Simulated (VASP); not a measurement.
Here is a VASP 6.6.1 calculation.

Contents of INCAR:

```
PREC = Accurate
ENCUT = 520
EDIFF = 1E-6
ISMEAR = 1
SIGMA = 0.1
LREAL = Auto
LASPH = T
NELM = 60
ALGO = Normal
ISIF = 2
LWAVE = F
LCHARG = F
GGA = PE
NBANDS = 390
LUSENCCL = F
```

KPOINTS

```
regular mesh
0
Gamma
  2 2 2
```

The input POSCAR:

```
Cu64H
1.0
    0.0000000000      7.2607001300      7.2607001300
    7.2607001300      0.0000000000      7.2607001300
    7.2607001300      7.2607001300      0.0000000000
Cu H
64 1
Direct
   -0.0004589089      0.0007906951     -0.0004376988
   -0.0004665528      0.0007761648      0.2495995520
   -0.0024312394      0.0011356343      0.5006863574
   -0.0022772597      0.0012569724      0.7503494708
   -0.0000561241      0.2488485225      0.0005271530
   -0.0023928133      0.2503454856      0.2522797344
   -0.0024277273      0.2511909275      0.5006869771
   -0.0018382525      0.2506894607      0.7494912202
   -0.0000315397      0.5012500082      0.0005106946
   -0.0004620767      0.5006690725      0.2495932854
   -0.0004129767      0.5008670562      0.4992103289
   -0.0002898481      0.5018040182      0.7472696025
   -0.0004533309      0.7506844247     -0.0004428636
   -0.0003109204      0.7508280748      0.2492320944
   -0.0004102221      0.7509162205      0.4992092271
   -0.0018360488      0.7522496319      0.7494841961
    0.2503432131     -0.0014119850      0.0004268183
    0.2483507055     -0.0014378779      0.2527464249
    0.2479032280      0.0010139518      0.5006524075
    0.2485429735     -0.0004699271      0.7500330412
    0.2524754455      0.2423371670      0.0133921658
    0.2483481576      0.2509188463      0.2527436015
    0.2485325062      0.2511869334      0.4985864910
    0.2525627649      0.2439375636      0.7426547583
    0.2503506504      0.5012099295      0.0004166265
    0.2496543677      0.5008363429      0.2493860740
    0.2503400454      0.5014773968      0.4972806941
    0.2525801875      0.5114596297      0.7426093770
    0.2496730987      0.7508185715     -0.0007388406
    0.2496558827      0.7506937902      0.2493869004
    0.2485360871      0.7522879202      0.4985705146
    0.2485477940      0.7524850086      0.7500305621
    0.5004712266     -0.0010987232      0.0004399713
    0.4977343005      0.0014347790      0.2499734829
    0.4978997115      0.0015420689      0.4998922191
    0.5003914822     -0.0006405030      0.7493245007
    0.5004650288      0.2507669326      0.0004423127
    0.4998270738      0.2509810993      0.2493132160
    0.5003540891      0.2509081724      0.4979675424
    0.4990115189      0.2507210004      0.7501421216
    0.5000967448      0.5008823440     -0.0009127908
    0.5001333115      0.5008365495      0.2487693979
    0.5003679996      0.5013545436      0.4979517037
    0.5004008477      0.5015145144      0.7493185785
    0.5000988796      0.7505119207     -0.0009125842
    0.4998363016      0.7504556589      0.2493052278
    0.4979028792      0.7512462163      0.4998891891
    0.4998456671      0.7508079665      0.7491296160
    0.7492575651      0.0006735576     -0.0000189376
    0.7488690350      0.0015032297      0.2493005451
    0.7492945450      0.0008143843      0.4991716963
    0.7474503013      0.0015061220      0.7502133957
    0.7501410198      0.2512227426     -0.0010346110
    0.7499997111      0.2511329441      0.2489445877
    0.7472684318      0.2514009623      0.5005123383
    0.7474516097      0.2514190047      0.7502131892
    0.7515129261      0.5002779257     -0.0014809867
    0.7500135528      0.5005000117      0.2489330874
    0.7493011559      0.5013012430      0.4991666003
    0.7500494308      0.5006887676      0.7492942695
    0.7501539662      0.7502512020     -0.0010419105
    0.7488735800      0.7509064419      0.2492948982
    0.7489632408      0.7510415528      0.4995360551
    0.7500475715      0.7505596433      0.7492911706
    0.2117815737      0.3453502355      0.8481630407
```

Potentials or basis: VASP PAW PBE potentials, release 64 (Cu, H).

The run is started by

```console
$ cat potpaw_PBE.64/Cu/POTCAR potpaw_PBE.64/H/POTCAR > POTCAR
$ mpirun -np 1 vasp_std > vasp.out
```

Predict the band gap on the k mesh.

zero (an odd number of electrons rules out a gap without spin polarisation).

What does it give for the largest force?

0.457 eV/Å.

Forces on the atoms (eV/Å):
```
Cu  -0.002  0.004  0.003
Cu  -0.003  0.003  0.001
Cu  -0.004  0.001  0.005
Cu  -0.002  0.003  0.002
Cu  -0.010  0.010  0.006
Cu  -0.012  0.003  0.011
Cu  -0.005  0.000  0.004
Cu  -0.004  0.003  0.002
Cu  -0.006  0.010  0.010
Cu  -0.002  0.003  0.003
Cu   0.000  0.004  0.002
Cu  -0.008  0.010  0.008
Cu  -0.003  0.004  0.002
Cu   0.002  0.001 -0.002
Cu  -0.002  0.004  0.000
Cu  -0.003  0.003  0.004
Cu  -0.006  0.006  0.004
Cu  -0.005 -0.004  0.008
Cu  -0.003 -0.001  0.003
Cu  -0.003  0.003 -0.001
Cu  -0.033  0.021  0.033
Cu  -0.008 -0.004  0.005
Cu  -0.004 -0.002  0.002
Cu  -0.037  0.017  0.014
Cu  -0.004  0.006  0.006
Cu  -0.001  0.003  0.001
Cu  -0.004  0.005  0.004
Cu  -0.013  0.017  0.037
Cu   0.000  0.004  0.000
Cu  -0.001  0.003  0.001
Cu  -0.002 -0.002  0.004
Cu   0.001  0.003  0.003
Cu  -0.007  0.003  0.006
Cu  -0.001  0.001  0.001
Cu   0.003  0.003  0.000
Cu  -0.001  0.009  0.003
Cu  -0.005  0.004  0.007
Cu  -0.002  0.004  0.003
Cu  -0.003  0.006  0.006
Cu   0.010 -0.009 -0.010
Cu   0.000  0.007  0.002
Cu  -0.002  0.004  0.002
Cu  -0.006  0.006  0.003
Cu  -0.003  0.009  0.001
Cu  -0.002  0.007  0.000
Cu  -0.003  0.004  0.002
Cu   0.000  0.003 -0.003
Cu   0.000  0.007  0.000
Cu  -0.003  0.006  0.003
Cu   0.000  0.003  0.001
Cu  -0.003  0.004  0.001
Cu  -0.002  0.004  0.002
Cu  -0.001  0.007  0.004
Cu  -0.003  0.005  0.006
Cu  -0.004  0.004  0.004
Cu  -0.002  0.004  0.002
Cu  -0.004  0.007  0.003
Cu  -0.006  0.005  0.003
Cu  -0.001  0.004  0.004
Cu   0.000  0.009  0.002
Cu  -0.004  0.007  0.001
Cu  -0.001  0.003  0.001
Cu   0.001  0.004 -0.001
Cu  -0.002  0.009  0.000
H    0.250 -0.290 -0.250
```

Caveat: the k points lie up to 0.37 Å⁻¹ apart, too coarse for converged energies and pressures of a metal.
